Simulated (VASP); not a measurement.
# CdF2 (Fm-3m) in VASP: a series of runs

CdF2 is run at these levels: LDA; tasks: single point.

Program: VASP 6.6.1. These are calculated values, not measurements. Logs are shortened: lines on timing, memory, paths and dates and some standing lists are left out, and cuts for length are marked.

## 1. The cell of the first run

It takes space group Fm-3m (No. 225, cubic). The conventional cell has a = 5.388 Å, b = 5.388 Å, c = 5.388 Å, α = 90.00°, β = 90.00°, γ = 90.00°. Cd (site symmetry m-3m) has 8 F at 2.33 Å within 3.1 Å. F (site symmetry -43m) has 4 Cd at 2.33 Å and 6 F at 2.69 Å within 3.1 Å.

## 2. Single point, LDA

Input file INCAR:

```
SYSTEM = CdF2
ALGO = Normal ; EDIFF = 1E-6
ENCUT = 600 ; GGA = CA
GGA_COMPAT = .FALSE. ; ISIF = 2
ISMEAR = 1 ; LASPH = .TRUE.
LCHARG = .FALSE. ; LREAL = .FALSE.
LWAVE = .FALSE. ; NBANDS = 24
NELM = 120 ; PREC = Accurate
SIGMA = 0.01
```

Input file KPOINTS:

```
k-points
0
G
  6 6 6
  0 0 0
```

Input file POSCAR:

```
CdF2
1.0
    0.0000000000      2.6940000000      2.6940000000
    2.6940000000      0.0000000000      2.6940000000
    2.6940000000      2.6940000000      0.0000000000
Cd F
1 2
Direct
    0.0000000000      0.0000000000      0.0000000000
    0.2500000000      0.2500000000      0.2500000000
    0.7500000000      0.7500000000      0.7500000000
```

Potentials or basis: VASP PAW LDA potentials, release 64 (Cd_sv_GW, F).

Started as:

```console
$ cat potpaw_LDA.64/Cd_sv_GW/POTCAR potpaw_LDA.64/F/POTCAR > POTCAR
$ mpirun -np 1 vasp_std > vasp.out
```

OUTCAR:

```text
SYSTEM = CdF2
   EDIFF = 1E-6
   ENCUT = 600
   GGA = CA
   ISIF = 2
   ISMEAR = 1
   LASPH = .TRUE.
   LREAL = .FALSE.
   NELM = 120
   PREC = Accurate

 ion  position               nearest neighbor table
   1  0.000  0.000  0.000-
   2  0.250  0.250  0.250-
   3  0.750  0.750  0.750-

  LATTYP: Found a face centered cubic cell.
 ALAT       =     5.3880000000

  Lattice vectors:

 A1 = (   0.0000000000,   2.6940000000,   2.6940000000)
 A2 = (   2.6940000000,   0.0000000000,   2.6940000000)
 A3 = (   2.6940000000,   2.6940000000,   0.0000000000)

Analysis of symmetry for initial positions (statically):
=====================================================================
 Subroutine PRICEL returns:
 Original cell was already a primitive cell.

 Routine SETGRP: Setting up the symmetry group for a
 face centered cubic supercell.

 Subroutine GETGRP returns: Found 48 space group operations
 (whereof 48 operations were pure point group operations)
 out of a pool of 48 trial point group operations.

The static configuration has the point symmetry O_h .

Analysis of symmetry for dynamics (positions and initial velocities):
=====================================================================
 Subroutine PRICEL returns:
 Original cell was already a primitive cell.

 Routine SETGRP: Setting up the symmetry group for a
 face centered cubic supercell.

 Subroutine GETGRP returns: Found 48 space group operations
 (whereof 48 operations were pure point group operations)
 out of a pool of 48 trial point group operations.

The dynamic configuration has the point symmetry O_h .

 Subroutine INISYM returns: Found 48 space group operations
 (whereof 48 operations are pure point group operations),
 and found     1 'primitive' translations

----------------------------------------------------------------------------------------

                                     Primitive cell

  volume of cell :      39.1041

  direct lattice vectors                    reciprocal lattice vectors
     0.000000000  2.694000000  2.694000000    -0.185597624  0.185597624  0.185597624
     2.694000000  0.000000000  2.694000000     0.185597624 -0.185597624  0.185597624
     2.694000000  2.694000000  0.000000000     0.185597624  0.185597624 -0.185597624

  length of vectors
     3.809891337  3.809891337  3.809891337     0.321464515  0.321464515  0.321464515

  position of ions in fractional coordinates (direct lattice)
     0.000000000  0.000000000  0.000000000
     0.250000000  0.250000000  0.250000000
     0.750000000  0.750000000  0.750000000

  ion indices of the primitive-cell ions
   primitive index   ion index
                 1           1
                 2           2
                 3           3

----------------------------------------------------------------------------------------

 KPOINTS: k-points

Automatic generation of k-mesh.
 Grid dimensions read from file:
 generate k-points for:    6    6    6

 Generating k-lattice:

  Cartesian coordinates                     Fractional coordinates (reciprocal lattice)
    -0.030932937  0.030932937  0.030932937     0.166666667  0.000000000  0.000000000
     0.030932937 -0.030932937  0.030932937     0.000000000  0.166666667  0.000000000
     0.030932937  0.030932937 -0.030932937     0.000000000  0.000000000  0.166666667

  Length of vectors
     0.053577419  0.053577419  0.053577419

  Shift w.r.t. Gamma in fractional coordinates (k-lattice)
     0.000000000  0.000000000  0.000000000

 Subroutine IBZKPT returns following result:
 ===========================================

 Found     16 irreducible k-points:

 Following reciprocal coordinates:
            Coordinates               Weight
  0.000000  0.000000  0.000000      1.000000
  0.166667  0.000000  0.000000      8.000000
  0.333333  0.000000  0.000000      8.000000
  0.500000  0.000000  0.000000      4.000000
  0.166667  0.166667  0.000000      6.000000
  0.333333  0.166667  0.000000     24.000000
[... 8 lines left out ...]
 -0.333333  0.333333  0.166667     24.000000
 -0.333333  0.500000  0.166667     12.000000
   k-points           NKPTS =     16   k-points in BZ     NKDIM =     16   number of bands    NBANDS=     24
   number of dos      NEDOS =    301   number of ions     NIONS =      3
   total plane-waves  NPLWV =  27000
   dimension x,y,z NGX =    30 NGY =   30 NGZ =   30
   dimension x,y,z NGXF=    60 NGYF=   60 NGZF=   60
   ions per type =               1   2
   NGX,Y,Z   is equivalent  to a cutoff of  13.09, 13.09, 13.09 a.u.
   NGXF,Y,Z  is equivalent  to a cutoff of  26.18, 26.18, 26.18 a.u.
 SYSTEM =  CdF2
   PREC   = accura    normal or accurate (medium, high low for compatibility)
   ISTART =      0    job   : 0-new  1-cont  2-samecut
   ICHARG =      2    charge: 1-file 2-atom 10-const
   ISPIN  =      1    spin polarized calculation?
   LNONCOLLINEAR =      F non collinear calculations
   LSORBIT =      F    spin-orbit coupling
   LASPH  =      T    aspherical Exc in radial PAW
   ENCUT  =  600.0 eV  44.10 Ry    6.64 a.u.   7.61  7.61  7.61*2*pi/ulx,y,z
   NELM   =    120;   NELMIN=  2; NELMDL= -5     # of ELM steps
   EDIFF  = 0.1E-05   stopping-criterion for ELM
   LREAL  =      F    real-space projection
[... 7 lines left out ...]
   TEBEG  =    0.0;   TEEND  =   0.0 temperature during run
   PSTRESS=    0.0 pullay stress
   NELECT =      34.0000    total number of electrons
   NUPDOWN=      -1.0000    fix difference up-down
   EMIN   =  10.00;   EMAX   =-10.00  energy-range for DOS
   EFERMI =   0.00;   METHOD = LEGACY
   ISMEAR =     1;   SIGMA  =   0.01  broadening in eV -4-tet -1-fermi 0-gaus
   EFERMI_NEDOS =   21; number of points for ismear=-14 and -15
   IALGO  =     38    algorithm
   IMIX   =      4    mixing-type and parameters
     AMIX     =   0.40;   BMIX     =  1.00
     AMIX_MAG =   1.60;   BMIX_MAG =  1.00
  volume/ion in A,a.u.               =      13.03        87.96
  Fermi-wavevector in a.u.,A,eV,Ry     =   1.562525  2.952743 33.218397  2.441483
  Thomas-Fermi vector in A             =   2.665430
   LORBIT       =      0    0 simple, 1 ext, 2 COOP (PROOUT), +10 PAW based schemes
   GGA     = CA    functional components
   LHFCALC =     F    Hartree Fock is set to
   AEXX    =    0.0000 exact exchange contribution
[... 45 lines left out ...]
      5     -20.1149      2.00000
      6     -19.1133      2.00000
[... 16 lines left out ...]
     23      19.1122      0.00000
     24      19.1122      0.00000

 k-point     3 :       0.3333    0.0000    0.0000
  band No.  band energies     occupation
      1     -97.5140      2.00000
      2     -58.9334      2.00000
      3     -58.9319      2.00000
      4     -58.9319      2.00000
      5     -19.8812      2.00000
      6     -19.3199      2.00000
[... 16 lines left out ...]
     23      18.3204      0.00000
     24      19.0360      0.00000

 k-point     4 :       0.5000    0.0000    0.0000
  band No.  band energies     occupation
      1     -97.5140      2.00000
      2     -58.9340      2.00000
      3     -58.9320      2.00000
      4     -58.9320      2.00000
      5     -19.6332      2.00000
      6     -19.5517      2.00000
[... 16 lines left out ...]
     23      18.0373      0.00000
     24      18.4444      0.00000

 k-point     5 :       0.1667    0.1667    0.0000
  band No.  band energies     occupation
      1     -97.5140      2.00000
      2     -58.9324      2.00000
      3     -58.9318      2.00000
      4     -58.9318      2.00000
      5     -20.0879      2.00000
      6     -19.1343      2.00000
[... 16 lines left out ...]
     23      19.9486      0.00000
     24      20.3261      0.00000

 k-point     6 :       0.3333    0.1667    0.0000
  band No.  band energies     occupation
      1     -97.5140      2.00000
      2     -58.9332      2.00000
      3     -58.9321      2.00000
      4     -58.9321      2.00000
      5     -19.9140      2.00000
      6     -19.2809      2.00000
[... 16 lines left out ...]
     23      19.5728      0.00000
     24      21.3391      0.00000

 k-point     7 :       0.5000    0.1667    0.0000
  band No.  band energies     occupation
      1     -97.5140      2.00000
      2     -58.9339      2.00000
      3     -58.9324      2.00000
      4     -58.9322      2.00000
      5     -19.6752      2.00000
      6     -19.4950      2.00000
[... 16 lines left out ...]
     23      18.8402      0.00000
     24      21.0858      0.00000

 k-point     8 :      -0.3333    0.1667    0.0000
  band No.  band energies     occupation
      1     -97.5140      2.00000
      2     -58.9335      2.00000
      3     -58.9324      2.00000
      4     -58.9320      2.00000
      5     -19.7489      2.00000
      6     -19.4291      2.00000
[... 16 lines left out ...]
     23      18.0014      0.00000
     24      21.2095      0.00000

 k-point     9 :      -0.1667    0.1667    0.0000
  band No.  band energies     occupation
      1     -97.5140      2.00000
      2     -58.9329      2.00000
      3     -58.9321      2.00000
      4     -58.9318      2.00000
      5     -19.9800      2.00000
      6     -19.2287      2.00000
[... 16 lines left out ...]
     23      18.1086      0.00000
     24      20.9394      0.00000

 k-point    10 :       0.3333    0.3333    0.0000
  band No.  band energies     occupation
      1     -97.5140      2.00000
      2     -58.9334      2.00000
      3     -58.9323      2.00000
      4     -58.9323      2.00000
      5     -19.8361      2.00000
      6     -19.3307      2.00000
[... 16 lines left out ...]
     23      20.2820      0.00000
     24      20.4190      0.00000

 k-point    11 :       0.5000    0.3333    0.0000
  band No.  band energies     occupation
      1     -97.5139      2.00000
      2     -58.9338      2.00000
      3     -58.9327      2.00000
      4     -58.9324      2.00000
      5     -19.7012      2.00000
      6     -19.4406      2.00000
[... 16 lines left out ...]
     23      20.2939      0.00000
     24      20.4727      0.00000

 k-point    12 :      -0.3333    0.3333    0.0000
  band No.  band energies     occupation
      1     -97.5139      2.00000
      2     -58.9334      2.00000
      3     -58.9332      2.00000
      4     -58.9323      2.00000
      5     -19.5846      2.00000
      6     -19.5621      2.00000
[... 16 lines left out ...]
     23      19.2671      0.00000
     24      21.3879      0.00000

 k-point    13 :       0.5000    0.5000    0.0000
  band No.  band energies     occupation
      1     -97.5139      2.00000
      2     -58.9341      2.00000
      3     -58.9325      2.00000
      4     -58.9325      2.00000
      5     -19.7034      2.00000
      6     -19.4247      2.00000
[... 16 lines left out ...]
     23      19.4061      0.00000
     24      20.7533      0.00000

 k-point    14 :       0.5000    0.3333    0.1667
  band No.  band energies     occupation
      1     -97.5140      2.00000
      2     -58.9334      2.00000
      3     -58.9327      2.00000
      4     -58.9321      2.00000
      5     -19.7543      2.00000
      6     -19.4097      2.00000
[... 16 lines left out ...]
     23      19.1272      0.00000
     24      21.1727      0.00000

 k-point    15 :      -0.3333    0.3333    0.1667
  band No.  band energies     occupation
      1     -97.5139      2.00000
      2     -58.9335      2.00000
      3     -58.9330      2.00000
      4     -58.9323      2.00000
      5     -19.5836      2.00000
      6     -19.5631      2.00000
[... 16 lines left out ...]
     23      18.7633      0.00000
     24      21.3578      0.00000

 k-point    16 :      -0.3333    0.5000    0.1667
  band No.  band energies     occupation
      1     -97.5139      2.00000
      2     -58.9336      2.00000
      3     -58.9330      2.00000
      4     -58.9325      2.00000
      5     -19.6359      2.00000
      6     -19.4966      2.00000
[... 16 lines left out ...]
     23      20.0116      0.00000
     24      20.4532      0.00000

------------------------ aborting loop because EDIFF is reached ----------------------------------------

  FORCE on cell =-STRESS in cart. coord.  units (eV):
  Direction    XX          YY          ZZ          XY          YZ          ZX
  --------------------------------------------------------------------------------------
  -------------------------------------------------------------------------------------
  Total       -1.5363766     -1.5363766     -1.5363766      0.0000000      0.0000000      0.0000000
  in kB      -62.9485144    -62.9485144    -62.9485144      0.0000000      0.0000000      0.0000000
  external PRESSURE =     -62.9485144 kB  Pullay stress =       0.0000000 kB

 VOLUME and BASIS-vectors are now :
 -----------------------------------------------------------------------------
  energy-cutoff  :      600.00
  volume of cell :       39.10
      direct lattice vectors                 reciprocal lattice vectors
     0.000000000  2.694000000  2.694000000    -0.185597624  0.185597624  0.185597624
     2.694000000  0.000000000  2.694000000     0.185597624 -0.185597624  0.185597624
     2.694000000  2.694000000  0.000000000     0.185597624  0.185597624 -0.185597624

 POSITION                                       TOTAL-FORCE (eV/Angst)
 -----------------------------------------------------------------------------------
      0.00000      0.00000      0.00000         0.000000     -0.000000      0.000000
      1.34700      1.34700      1.34700        -0.000000      0.000000     -0.000000
      4.04100      4.04100      4.04100         0.000000      0.000000      0.000000
 -----------------------------------------------------------------------------------
    total drift:                                0.000000     -0.000000     -0.000000

  FREE ENERGIE OF THE ION-ELECTRON SYSTEM (eV)
  ---------------------------------------------------
  free  energy   TOTEN  =       -12.7884904622 eV

  energy  without entropy=      -12.7884904622  energy(sigma->0) =      -12.78849046
```

Run time: 18 s. Hardware: 1 thread of Intel Xeon Platinum 8259CL at 2.50GHz (Skylake/Cascade Lake), shared host; peak memory 0.16 GiB.

Results:

```
Free energy            : -12.7885 eV
Pressure               : -6.3 GPa
Band gap on the k mesh : 2.83 eV, indirect (least direct gap 3.29 eV)
```

Levels at points of the mesh, in eV from the valence-band top:
```
           k point  band 15  band 16  band 17  band 18  band 19  band 20
(0.00, 0.00, 0.00)    -0.46    -0.46    -0.46     2.83    12.33    12.33
(0.50, 0.00, 0.00)    -1.89    -0.37    -0.37     6.98     8.80    14.17
(0.50, 0.50, 0.00)    -0.52    -0.07    -0.07     7.79     9.38    11.48
```

A k mesh can miss the band edges. LDA gaps usually lie below the measured ones, often by a third to a half.

## 3. Single point, LDA

This run uses another cell than the first one, of 12.51 Å³/atom, 0.960 times its volume.

Input file INCAR:

```
ALGO = Normal ; EDIFF = 1E-6
ENCUT = 600 ; GGA_COMPAT = F
ISIF = 2 ; ISMEAR = 1
LASPH = T ; LCHARG = F
LREAL = F ; LWAVE = F
NBANDS = 24 ; NELM = 120
PREC = Accurate ; SIGMA = 0.01
```

Input file KPOINTS:

```
k-points
0
Gamma
  6 6 6
```

Input file POSCAR:

```
CdF2
1.0
    0.0000000000      2.6575901313      2.6575901313
    2.6575901313      0.0000000000      2.6575901313
    2.6575901313      2.6575901313      0.0000000000
Cd F
1 2
Direct
    0.0000000000      0.0000000000      0.0000000000
    0.2500000000      0.2500000000      0.2500000000
    0.7500000000      0.7500000000      0.7500000000
```

Potentials or basis: VASP PAW LDA potentials, release 64 (Cd_sv_GW, F).

Started as:

```console
$ cat potpaw_LDA.64/Cd_sv_GW/POTCAR potpaw_LDA.64/F/POTCAR > POTCAR
$ mpirun -np 1 vasp_std > vasp.out
```

Run time: 19 s. Hardware: 1 thread of Intel Xeon Platinum 8259CL at 2.50GHz (Skylake/Cascade Lake), shared host; peak memory 0.16 GiB.

Results (log left out):

```
Free energy            : -12.8200 eV
Pressure               : -1.8 GPa
Band gap on the k mesh : 2.98 eV, indirect (least direct gap 3.38 eV)
```

Levels at points of the mesh, in eV from the valence-band top:
| k point | band 15 | band 16 | band 17 | band 18 | band 19 | band 20 |
| --- | --- | --- | --- | --- | --- | --- |
| (0.00, 0.00, 0.00) | -0.40 | -0.40 | -0.40 | 2.98 | 12.51 | 12.51 |
| (0.50, 0.00, 0.00) | -2.05 | -0.34 | -0.34 | 7.29 | 8.93 | 14.52 |
| (0.50, 0.50, 0.00) | -0.60 | -0.08 | -0.08 | 8.12 | 9.60 | 11.56 |

A k mesh can miss the band edges. Expect the measured gap to be larger: semilocal functionals such as LDA lack the derivative discontinuity.

## 4. Single point, LDA

This run uses another cell than the first one, of 11.47 Å³/atom, 0.880 times its volume.

Input file INCAR:

```
SYSTEM = CdF2
PREC = Accurate
ENCUT = 600
EDIFF = 1E-6
ISMEAR = 1
SIGMA = 0.01
LREAL = .FALSE.
LASPH = .TRUE.
NELM = 120
ALGO = Normal
ISIF = 2
LWAVE = .FALSE.
LCHARG = .FALSE.
GGA = CA
NBANDS = 24
GGA_COMPAT = .FALSE.
```

Input file KPOINTS:

```
regular mesh
0
G
  6 6 6
  0 0 0
```

Input file POSCAR:

```
CdF2
1.0
    0.0000000000      2.5816170190      2.5816170190
    2.5816170190      0.0000000000      2.5816170190
    2.5816170190      2.5816170190      0.0000000000
Cd F
1 2
Direct
    0.0000000000      0.0000000000      0.0000000000
    0.2500000000      0.2500000000      0.2500000000
    0.7500000000      0.7500000000      0.7500000000
```

Started as:

```console
$ cat potpaw_LDA.64/Cd_sv_GW/POTCAR potpaw_LDA.64/F/POTCAR > POTCAR
$ mpirun -np 1 vasp_std > vasp.out
```

It took 13 s on 1 thread of AMD EPYC 9R45 (Zen 5), shared host; peak memory 0.13 GiB.

The run converged. Its results:

```
Free energy            : -12.7195 eV
Pressure               : 11.3 GPa
Band gap on the k mesh : 3.30 eV, indirect (least direct gap 3.56 eV)
```

Levels at points of the mesh, in eV from the valence-band top:
```
           k point  band 13  band 14  band 15  band 16  band 17  band 18  band 19  band 20  band 21  band 22
(0.00, 0.00, 0.00)    -1.38    -1.38    -0.26    -0.26    -0.26     3.30    12.86    12.86    12.86    18.31
(0.50, 0.00, 0.00)    -2.99    -2.44    -2.44    -0.25    -0.25     7.97     9.16    15.29    15.29    18.71
(0.50, 0.50, 0.00)    -3.80    -3.20    -0.81    -0.08    -0.08     8.83    10.10    11.71    15.09    15.09
```

## 5. Single point, LDA

This run uses another cell than the first one, of 11.99 Å³/atom, 0.920 times its volume.

Input file INCAR:

```
PREC = Accurate ; ENCUT = 600
EDIFF = 1E-6 ; ISMEAR = 1
SIGMA = 0.01 ; LREAL = F
LASPH = T ; NELM = 120
ALGO = Normal ; ISIF = 2
LWAVE = F ; LCHARG = F
NBANDS = 24 ; GGA_COMPAT = F
```

Input file KPOINTS:

```
Automatic mesh
0
Gamma
  6 6 6
```

Input file POSCAR:

```
CdF2
1.0
    0.0000000000      2.6201542978      2.6201542978
    2.6201542978      0.0000000000      2.6201542978
    2.6201542978      2.6201542978      0.0000000000
Cd F
1 2
Direct
    0.0000000000      0.0000000000      0.0000000000
    0.2500000000      0.2500000000      0.2500000000
    0.7500000000      0.7500000000      0.7500000000
```

Started as:

```console
$ cat potpaw_LDA.64/Cd_sv_GW/POTCAR potpaw_LDA.64/F/POTCAR > POTCAR
$ mpirun -np 1 vasp_std > vasp.out
```

Wall time 22 s (1 thread of Intel Xeon Platinum 8375C at 2.90GHz (Ice Lake), shared host); peak memory 0.16 GiB.

It converged, with:

- Free energy: -12.8016 eV
- Pressure: 3.9 GPa
- Band gap on the k mesh: 3.13 eV, indirect (least direct gap 3.47 eV)

Levels at points of the mesh, in eV from the valence-band top:
| k point | band 15 | band 16 | band 17 | band 18 | band 19 | band 20 |
| --- | --- | --- | --- | --- | --- | --- |
| (0.00, 0.00, 0.00) | -0.34 | -0.34 | -0.34 | 3.13 | 12.69 | 12.69 |
| (0.50, 0.00, 0.00) | -2.23 | -0.30 | -0.30 | 7.62 | 9.05 | 14.90 |
| (0.50, 0.50, 0.00) | -0.70 | -0.08 | -0.08 | 8.47 | 9.84 | 11.63 |

## 6. The runs side by side

| cell | gap on the mesh (eV) | pressure (GPa) |
| --- | --- | --- |
| a = 3.810 Å, angles 60.0°, 3 atoms | 2.83 | -6.3 |
| a = 3.758 Å, angles 60.0°, 3 atoms | 2.98 | -1.8 |
| a = 3.651 Å, angles 60.0°, 3 atoms | 3.30 | 11.3 |
| a = 3.705 Å, angles 60.0°, 3 atoms | 3.13 | 3.9 |

Alike in all rows: task single point; level LDA; potentials or basis VASP PAW LDA potentials, release 64 (Cd_sv_GW, F); no spin polarisation; k mesh 6 × 6 × 6; cutoff (eV) 600; smearing methfessel-paxton 0.01 eV.

Absolute energies hang on the potentials; compare differences alone.
